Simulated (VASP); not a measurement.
**PIr2: single point with LDA**

The system is PIr2.

```xyz
3
Lattice="0.0000 2.7715 2.7715 2.7715 0.0000 2.7715 2.7715 2.7715 0.0000" Properties=species:S:1:pos:R:3 pbc="T T T"
P     0.0000    0.0000    0.0000
Ir    1.3857    1.3857    1.3857
Ir    4.1572    4.1572    4.1572
```

```
Program             : VASP 6.6.1
Task                : single point
Functional          : LDA
Potentials or basis : VASP PAW LDA potentials, release 64 (P, Ir)
Cutoff              : 520 eV
k mesh              : 14 × 14 × 14
Occupations         : fermi-dirac, width 0.15 eV
Spin                : no spin polarisation
```

* Pressure: -4.1 GPa
* Band gap on the k mesh: zero (an odd number of electrons rules out a gap without spin polarisation)

Levels at points of the mesh, in eV from the Fermi level:
| k point | band 10 | band 11 | band 12 | band 13 | band 14 | band 15 |
| --- | --- | --- | --- | --- | --- | --- |
| (0.00, 0.00, 0.00) | 0.34 | 1.53 | 1.53 | 4.34 | 4.34 | 4.34 |
| (0.50, 0.00, 0.00) | -2.68 | -2.68 | -2.54 | 3.67 | 4.32 | 4.32 |
| (0.50, 0.50, 0.00) | -0.93 | -0.93 | -0.13 | 1.38 | 1.63 | 5.36 |

It took 33 s on 1 thread of Intel(R) Xeon(R) 6975P-C (Granite Rapids), on a shared host, peak memory 0.2 GiB.

Caveat: the cell stands under tension; spin-orbit coupling is left out, which moves the levels of the heavy elements.
